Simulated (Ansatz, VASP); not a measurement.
# Rh in VASP and in Ansatz

Contents of INCAR:

```
SYSTEM = Rh
ALGO = Normal
EDIFF = 1E-6
ENCUT = 520
ISIF = 2
ISMEAR = -1
LASPH = .True.
LCHARG = .True.
LELF = .True.
LREAL = .False.
LVHAR = .True.
LWAVE = .False.
NBANDS = 22
NELM = 60
PREC = Accurate
SIGMA = 0.1
```

KPOINTS

```
k-points
0
Gamma
  10 10 5
  0 0 0
```

The input POSCAR:

```
Rh
1.0
    2.7669180686      0.0000000000      0.0000000000
   -1.3834590343      2.3962233060      0.0000000000
    0.0000000000      0.0000000000      4.4867662882
Rh
2
Direct
    0.6666666667      0.3333333333      0.7500000000
    0.3333333333      0.6666666667      0.2500000000
```

Input for Ansatz:

```yaml
crystal:
  lattice:
    - [2.7669180686448276, 0.0, 0.0]
    - [-1.3834590343224138, 2.3962233059751012, 0.0]
    - [0.0, 0.0, 4.486766288223617]
  atoms:
    - { symbol: Rh, position: [0.6666666666666666, 0.3333333333333333, 0.75] }
    - { symbol: Rh, position: [0.3333333333333333, 0.6666666666666666, 0.25] }
basis:
  ecutwfc: 500.0
kpoints:
  mp_grid:
    grid: [10, 10, 5]
hamiltonian:
  xc: lda
scf:
  occupations:
    method: fermi_dirac
    width: 0.1
output:
  stress: true
```

Alike in both runs: task single point; functional LDA; k mesh 10 × 10 × 5; occupations fermi-dirac, width 0.1 eV; no spin polarisation.

|  | VASP | Ansatz |
| --- | --- | --- |
| version | VASP 6.6.1 | Ansatz 0.2.0 |
| potentials or method | VASP PAW LDA potentials, release 64 (Rh_pv), cutoff 520 eV | plane waves, PAW |
| valence electrons in the cell | 30 | 34 |

Ansatz gave:

| Property | Result |
| --- | --- |
| pressure (GPa) | -26.2 |
| traceless stress, the component that is largest in VASP (GPa) | -0.42 |

Question: Estimate VASP's values.

Answer: Pressure (GPa): -25.6; traceless stress, the component that is largest in VASP (GPa): -0.41.

LDA's correlation is that of Perdew and Zunger in VASP and of Perdew and Wang (1992) in Ansatz. VASP's potentials hold 30 valence electrons a cell and Ansatz's 34, so a difference there can come from the potentials and not from the codes. Ansatz's warnings: structure snapped to symmetry.
